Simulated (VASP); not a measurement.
# Ag (P6_3/mmc) in VASP: vibrations by perturbation theory with PBEsol

Aim: the vibrations by perturbation theory of Ag with PBEsol.

All numbers are computed with VASP 6.6.1; they aren't measurements. Logs are shortened: lines on timing, memory, paths and dates and some standing lists are left out, and cuts for length are marked.

### 1 The cell of the first run

Symmetry: P6_3/mmc, No. 194, hexagonal system. Conventional cell: a = 2.883 Å, b = 2.883 Å, c = 4.732 Å, α = 90.00°, β = 90.00°, γ = 120.00°. Within 3.8 Å of Ag (site symmetry -6m2) lie 12 Ag at 2.88 to 2.89 Å.

### 2 Vibrations by perturbation theory, PBEsol (phonons at volume x 1.02)

Contents of INCAR:

```
SYSTEM = Ag
PREC = Accurate
ENCUT = 520
EDIFF = 1E-8
ISMEAR = -1
SIGMA = 0.15
LREAL = .False.
LASPH = .True.
NELM = 60
ALGO = Normal
ISIF = 2
LWAVE = .False.
LCHARG = .True.
GGA = PS
IBRION = 8
NSW = 1
```

Contents of KPOINTS:

```
Automatic mesh
0
Gamma
  18 18 10
  0 0 0
```

Contents of POSCAR:

```
Ag
1.0
    2.8829761050      0.0000000000      0.0000000000
   -1.4414880525      2.4967305455      0.0000000000
    0.0000000000      0.0000000000      4.7319007712
Ag
2
Direct
    0.3333333333      0.6666666667      0.2500000000
    0.6666666667      0.3333333333      0.7500000000
```

Potentials or basis: VASP PAW PBE potentials, release 64 (Ag).

Started as:

```bash
> cat potpaw_PBE.64/Ag/POTCAR > POTCAR
> mpirun -np 1 vasp_std > vasp.out
```

OUTCAR:

```text
SYSTEM = Ag
   PREC = Accurate
   ENCUT = 520
   EDIFF = 1E-8
   ISMEAR = -1
   LREAL = .False.
   LASPH = .True.
   NELM = 60
   ISIF = 2
   GGA = PS
   IBRION = 8
   NSW = 1

 ion  position               nearest neighbor table
   1  0.333  0.667  0.250-   2 2.89   2 2.89   2 2.89   2 2.89   2 2.89   2 2.89
   2  0.667  0.333  0.750-   1 2.89   1 2.89   1 2.89   1 2.89   1 2.89   1 2.89

  LATTYP: Found a hexagonal cell.
 ALAT       =     2.8829761050
 C/A-ratio  =     1.6413250054

  Lattice vectors:

 A1 = (   2.8829761050,   0.0000000000,   0.0000000000)
 A2 = (  -1.4414880525,   2.4967305455,   0.0000000000)
 A3 = (   0.0000000000,   0.0000000000,   4.7319007712)

Analysis of symmetry for initial positions (statically):
=====================================================================
 Subroutine PRICEL returns:
 Original cell was already a primitive cell.

 Routine SETGRP: Setting up the symmetry group for a
 hexagonal supercell.

 Subroutine GETGRP returns: Found 24 space group operations
 (whereof 12 operations were pure point group operations)
 out of a pool of 24 trial point group operations.

The static configuration has the point symmetry D_3d.
 The point group associated with its full space group is D_6h.

Analysis of symmetry for dynamics (positions and initial velocities):
=====================================================================
 Subroutine PRICEL returns:
 Original cell was already a primitive cell.

 Routine SETGRP: Setting up the symmetry group for a
 hexagonal supercell.

 Subroutine GETGRP returns: Found 24 space group operations
 (whereof 12 operations were pure point group operations)
 out of a pool of 24 trial point group operations.

The dynamic configuration has the point symmetry D_3d.
 The point group associated with its full space group is D_6h.

 Subroutine INISYM returns: Found 24 space group operations
 (whereof 12 operations are pure point group operations),
 and found     1 'primitive' translations

----------------------------------------------------------------------------------------

                                     Primitive cell

  volume of cell :      34.0603

  direct lattice vectors                    reciprocal lattice vectors
     2.882976105  0.000000000  0.000000000     0.346863784  0.200261899  0.000000000
    -1.441488053  2.496730546  0.000000000     0.000000000  0.400523798  0.000000000
     0.000000000  0.000000000  4.731900771     0.000000000  0.000000000  0.211331566

  length of vectors
     2.882976105  2.882976105  4.731900771     0.400523798  0.400523798  0.211331566

  position of ions in fractional coordinates (direct lattice)
     0.333333333  0.666666667  0.250000000
     0.666666667  0.333333333  0.750000000

  ion indices of the primitive-cell ions
   primitive index   ion index
                 1           1
                 2           2

----------------------------------------------------------------------------------------

 KPOINTS: Automatic mesh

Automatic generation of k-mesh.
 Grid dimensions read from file:
 generate k-points for:   18   18   10

 Generating k-lattice:

  Cartesian coordinates                     Fractional coordinates (reciprocal lattice)
     0.019270210  0.011125661  0.000000000     0.055555556  0.000000000  0.000000000
     0.000000000  0.022251322  0.000000000     0.000000000  0.055555556  0.000000000
[... 103 lines left out ...]
  ---------------------------------------------------
  free energy    TOTEN  =        -6.62204797 eV

  energy without entropy =       -6.57999395  energy(sigma->0) =       -6.60102096

 E-fermi :   8.2338     XC(G=0): -12.4185

 val. band max:        8.2327528986   @ k =   0.3333   0.0556   0.4000
 cond. band min:       8.2586310796   @ k =   0.1667   0.0556   0.2000
 fundamental gap:      0.0258781811
 Fermi energy:         8.2337775772

 k-point     1 :       0.0000    0.0000    0.0000
  band No.  band energies     occupation
      1       0.4085      2.00000
      2       1.8418      2.00000
      3       3.4460      2.00000
      4       3.5616      2.00000
      5       3.5616      2.00000
      6       3.7988      2.00000
      7       3.7988      2.00000
      8       4.1771      2.00000
      9       4.1771      2.00000
     10       5.1837      2.00000
     11       5.1837      2.00000
     12       7.7496      1.92375
     13      11.7598      0.00000
     14      23.9048      0.00000
[... 401 lines left out ...]
      2       2.3412      2.00000
      3       2.4260      2.00000
      4       3.4516      2.00000
      5       3.7832      2.00000
      6       3.9806      2.00000
      7       4.0681      2.00000
      8       5.1710      2.00000
      9       5.3008      2.00000
     10       5.3361      2.00000
     11       7.8876      1.81901
     12      11.0812      0.00000
     13      14.8573      0.00000
     14      15.2161      0.00000
     15      17.2809      0.00000

 [... further k-points ...]

------------------------ aborting loop because EDIFF is reached ----------------------------------------

  FORCE on cell =-STRESS in cart. coord.  units (eV):
  Direction    XX          YY          ZZ          XY          YZ          ZX
  --------------------------------------------------------------------------------------
  -------------------------------------------------------------------------------------
  Total       -0.5114108     -0.5114108     -0.5126814      0.0000000     -0.0000000      0.0000000
  in kB      -24.0564838    -24.0564838    -24.1162534      0.0000000     -0.0000000      0.0000000
  external PRESSURE =     -24.0764070 kB  Pullay stress =       0.0000000 kB

 VOLUME and BASIS-vectors are now :
 -----------------------------------------------------------------------------
  energy-cutoff  :      520.00
  volume of cell :       34.06
      direct lattice vectors                 reciprocal lattice vectors
     2.882976105  0.000000000  0.000000000     0.346863784  0.200261899  0.000000000
    -1.441488053  2.496730546  0.000000000     0.000000000  0.400523798  0.000000000
     0.000000000  0.000000000  4.731900771     0.000000000  0.000000000  0.211331566

 POSITION                                       TOTAL-FORCE (eV/Angst)
 -----------------------------------------------------------------------------------
     -0.00000      1.66449      1.18298         0.000000      0.000000      0.000000
      1.44149      0.83224      3.54893        -0.000000     -0.000000      0.000000
 -----------------------------------------------------------------------------------
    total drift:                                0.000000     -0.000000      0.000000

  FREE ENERGIE OF THE ION-ELECTRON SYSTEM (eV)
  ---------------------------------------------------
  free  energy   TOTEN  =        -6.6220479734 eV

  energy  without entropy=       -6.5799939472  energy(sigma->0) =       -6.60102096

[... ionic steps 2 to 3 ...]

--------------------------------------- Ionic step        4  -------------------------------------------

------------------------ aborting loop because EDIFF is reached ----------------------------------------

[... ionic steps 5 to 5 ...]

--------------------------------------- Ionic step        6  -------------------------------------------

 Free energy of the ion-electron system (eV)
  ---------------------------------------------------
  ---------------------------------------------------
  free energy    TOTEN  =        -0.31450284 eV

  energy without entropy =       -0.31450284

------------------------ aborting loop because EDIFF is reached ----------------------------------------

 INTERNAL STRAIN TENSOR  FOR ION    1  DIRECTION 3   (eV/Angst):
 -----------------------------------------------------------------------------
     0.00387  0.00000  0.00000
    -0.00000  0.00387  0.00000
     0.00000 -0.00000 -0.00124

 INTERNAL STRAIN TENSOR FOR ION    2 for displacements in x,y,z  (eV/Angst):
          X           Y           Z          XY          YZ          ZX
  --------------------------------------------------------------------------------
  x     0.00000    -0.00000     0.00000     1.09693     0.00000     0.00000
  y     1.09693    -1.09693    -0.00000    -0.00000     0.00000     0.00000
  z     0.00000     0.00000     0.00000     0.00000     0.00000     0.00000

 SECOND DERIVATIVES (NOT SYMMETRIZED)
 ------------------------------------
               1X          1Y          1Z          2X          2Y          2Z
  1X    -0.916844    0.000000    0.000000    0.916844    0.000000    0.000000
  1Y     0.000000   -0.916844    0.000000   -0.000000    0.916844    0.000000
  1Z     0.000000    0.000000   -5.416332    0.000000   -0.000000    5.416332
  2X     0.916844    0.000000    0.000000   -0.916844    0.000000    0.000000
  2Y    -0.000000    0.916844    0.000000    0.000000   -0.916844    0.000000
  2Z     0.000000   -0.000000    5.416332    0.000000    0.000000   -5.416332

 Eigenvectors and eigenvalues of the dynamical matrix
 ----------------------------------------------------

   1 f  =    4.954183 THz    31.128051 2PiTHz  165.253761 cm-1    20.488846 meV
             X         Y         Z           dx          dy          dz
     -0.000000  1.664487  1.182975    -0.000000   -0.000000    0.707107
      1.441488  0.832244  3.548926     0.000000    0.000000   -0.707107
[... 11 lines left out ...]
   4 f  =    0.000000 THz     0.000000 2PiTHz    0.000001 cm-1     0.000000 meV
             X         Y         Z           dx          dy          dz
     -0.000000  1.664487  1.182975     0.094375    0.687655    0.134995
      1.441488  0.832244  3.548926     0.094375    0.687655    0.134995

   5 f/i=    0.000000 THz     0.000000 2PiTHz    0.000001 cm-1     0.000000 meV
             X         Y         Z           dx          dy          dz
     -0.000000  1.664487  1.182975     0.698350   -0.080952   -0.075853
      1.441488  0.832244  3.548926     0.698350   -0.080952   -0.075853

   6 f/i=    0.000000 THz     0.000000 2PiTHz    0.000001 cm-1     0.000000 meV
             X         Y         Z           dx          dy          dz
     -0.000000  1.664487  1.182975     0.058312   -0.143447    0.689944
      1.441488  0.832244  3.548926     0.058312   -0.143447    0.689944

--------------------------------------------------------------------------------------------------------

 ELASTIC MODULI CONTR FROM IONIC RELAXATION (kBar)
 Direction    XX          YY          ZZ          XY          YZ          ZX
 --------------------------------------------------------------------------------
 XX         -61.7339     61.7339      0.0000     -0.0000      0.0000      0.0000
 YY          61.7339    -61.7339     -0.0000      0.0000      0.0000      0.0000
 ZZ           0.0000     -0.0000     -0.0000      0.0000      0.0000      0.0000
 XY          -0.0000      0.0000      0.0000    -61.7339      0.0000      0.0000
 YZ           0.0000      0.0000      0.0000      0.0000      0.0000      0.0000
 ZX           0.0000      0.0000      0.0000      0.0000      0.0000      0.0000
 --------------------------------------------------------------------------------
```

Run time: 8.4 min. Hardware: 1 thread of Intel Xeon Platinum 8259CL at 2.50GHz (Skylake/Cascade Lake), shared host; peak memory 0.97 GiB.

Results:

* Highest phonon frequency at Γ: 165 cm⁻¹

Phonon frequencies in cm⁻¹ (negative: imaginary):
```tsv
q point	frequencies
(0.000, 0.000, 0.000)	0 0 0 68 68 165
```

Caveat: the cell differs from its parent crystal (phonons at volume x 1.02); the cell wasn't relaxed at this level first, which shifts response properties; the PAW data sets were made with another functional, which shifts forces and pressure a little.
